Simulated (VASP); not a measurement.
# WSe2: relaxation of cell and atoms with PBE+D3(BJ)

WSe2:

```
CELL_PARAMETERS angstrom
3.29319 0.00000 0.00000
-1.64659 2.85198 0.00000
0.00000 0.00000 12.94491
ATOMIC_POSITIONS crystal
W 0.33333 0.66667 0.25000
W 0.66667 0.33333 0.75000
Se 0.33333 0.66667 0.62500
Se 0.66667 0.33333 0.12500
Se 0.33333 0.66667 0.87500
Se 0.66667 0.33333 0.37500
```

```yaml
Program: VASP 6.6.1
Task: relaxation of cell and atoms
Functional: PBE
Dispersion: D3(BJ)
Potentials_or_basis: VASP PAW PBE potentials, release 64 (W_sv, Se)
Cutoff: 600 eV
k_mesh: 9 × 9 × 2
Occupations: gaussian, width 0.1 eV
Spin: no spin polarisation
Dipole_correction: no
Further_INCAR_settings: ALGO = Normal; EDIFF = 1e-07; IBRION = 2; EDIFFG = -0.05; NSW = 100; ISIF = 3
```

| Item | Value |
| --- | --- |
| Relaxed volume | 19.90 Å³/atom |
| Relaxed cell | a = 3.282 Å, b = 3.282 Å, c = 12.800 Å, α = 90.00°, β = 90.00°, γ = 120.00° |
| Space group after relaxing (to 0.1 Å) | P6_3/mmc (No. 194) |
| Energy gained by relaxing | 28.3 meV/atom |
| Ionic steps | 12 |
| Pressure after relaxing | 0.0 GPa |
| Largest force after relaxing | 0.005 eV/Å |
| Band gap on the k mesh | 0.99 eV (least direct gap 1.56 eV) |
| Dispersion energy per atom | -0.474 eV |

Forces in eV/Å, atoms in the order of the input:
```
W    0.000  0.000  0.000
W    0.000  0.000  0.000
Se   0.000  0.000 -0.005
Se   0.000  0.000 -0.005
Se   0.000  0.000  0.005
Se   0.000  0.000  0.005
```

The path:
```csv
step,energy change (eV),largest force (eV/Å),pressure (GPa),volume (Å³)
1,0.0000,1.2786,5.18,121.58
2,0.3769,1.6083,-11.42,133.41
3,-0.1275,0.1524,-1.44,125.33
4,-0.1278,0.1969,-1.17,125.16
5,-0.1468,0.1187,-0.27,123.30
6,-0.1473,0.1046,-0.09,122.96
7,-0.1518,0.1010,-0.06,122.51
8,-0.1625,0.0899,0.08,121.18
9,-0.1686,0.0629,0.54,118.52
10,-0.1693,0.0741,0.41,119.21
11,-0.1527,0.3563,-2.35,120.40
12,-0.1699,0.0052,-0.03,119.39
```

Final structure:
```
W Se
1.0
     3.28187    0.00000    0.00000
    -1.64094    2.84218    0.00000
     0.00000    0.00000   12.79958
W Se
2 4
Direct
  0.33333 0.66667 0.25000
  0.66667 0.33333 0.75000
  0.33333 0.66667 0.61830
  0.66667 0.33333 0.11830
  0.33333 0.66667 0.88170
  0.66667 0.33333 0.38170
```

Levels at points of the mesh, in eV from the valence-band top:
```
           k point  band 24  band 25  band 26  band 27  band 28  band 29
(0.00, 0.00, 0.00)    -1.19    -0.96     0.00     2.62     2.62     2.67
(0.00, 0.00, 0.50)    -1.49    -0.20    -0.20     2.62     2.62     2.62
```

Run time: 16 min on 1 thread of Intel(R) Xeon(R) Platinum 8259CL CPU @ 2.50GHz (Skylake/Cascade Lake), on a shared host, peak memory 0.36 GiB.

Caveat: spin-orbit coupling is left out, which moves the levels of the heavy elements; an odd mesh through Γ misses points on the zone boundary, where band edges can lie.
